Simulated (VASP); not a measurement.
# GaN: single point with PBE

Crystal: GaN.

```xyz
8
Lattice="-3.2185 0.0000 0.0000 0.0000 0.0000 -5.2434 0.0000 -5.5747 0.0000" Properties=species:S:1:pos:R:3 pbc="T T T"
Ga   -1.6093   -0.9291   -0.0124
Ga    0.0000   -3.7164   -0.0124
Ga    0.0000   -1.8582   -2.6341
Ga   -1.6093   -4.6456   -2.6341
N    -1.6093   -0.9291   -3.2334
N     0.0000   -3.7164   -3.2334
N     0.0000   -1.8583   -0.6117
N    -1.6093   -4.6456   -0.6117
```

This cell differs from its parent crystal: mode 11 frozen in at +0.000 Å and mode 13 at +0.039 Å (largest displacements).

```json
{"Program": "VASP 6.6.1", "Task": "single point", "Functional": "PBE", "Potentials or basis": "VASP PAW PBE potentials, release 64 (Ga_d, N)", "Cutoff": "520 eV", "k mesh": "8 × 6 × 6", "Occupations": "gaussian, width 0.05 eV", "Spin": "no spin polarisation"}
```

The pressure is 0.4 GPa. The largest force is 0.440 eV/Å. The band gap on the k mesh is 1.67 eV.

Forces on the atoms (eV/Å):
```
Ga   0.000 -0.001  0.440
Ga   0.000 -0.001  0.440
Ga   0.000  0.001  0.440
Ga   0.000  0.001  0.440
N    0.000 -0.001 -0.440
N    0.000 -0.001 -0.440
N    0.000  0.001 -0.440
N    0.000  0.001 -0.440
```

Stress tensor (GPa, compression positive):
```
 1.55  0.00  0.00
 0.00  1.55  0.00
 0.00  0.00 -2.05
```

Levels at points of the mesh, in eV from the valence-band top:
```
           k point  band 32  band 33  band 34  band 35  band 36  band 37  band 38  band 39  band 40  band 41
(0.00, 0.00, 0.00)    -1.06    -1.06    -0.11    -0.11     0.00     1.67     3.92     4.88     5.31     5.98
(0.50, 0.00, 0.00)    -3.89    -2.21    -2.21    -1.76    -1.76     5.87     5.87     6.34     6.34     7.55
(0.00, 0.50, 0.00)    -1.79    -0.60    -0.60    -0.60    -0.60     3.99     3.99     4.29     4.29     7.41
(0.50, 0.50, 0.00)    -3.39    -1.56    -1.56    -1.56    -1.56     5.66     5.66     5.66     5.66     7.79
(0.00, 0.00, 0.50)    -1.99    -0.63    -0.63    -0.62    -0.62     4.04     4.04     5.64     5.64     7.27
(0.50, 0.00, 0.50)    -2.74    -2.03    -2.03    -1.14    -1.14     4.88     4.88     5.31     5.31     5.98
(0.00, 0.50, 0.50)    -2.03    -1.35    -1.35    -1.35    -1.35     5.06     5.06     5.06     5.06     7.35
(0.50, 0.50, 0.50)    -2.00    -1.79    -1.79    -1.79    -1.79     4.29     4.29     4.29     4.29     7.41
```

Run time: 3.4 min on 1 thread of Oxide Virtual Turin-like Processor (shared host), peak memory 0.33 GiB.

Caveat: the cell differs from its parent crystal (mode 11 frozen in at +0.000 Å and mode 13 at +0.039 Å (largest displacements)).
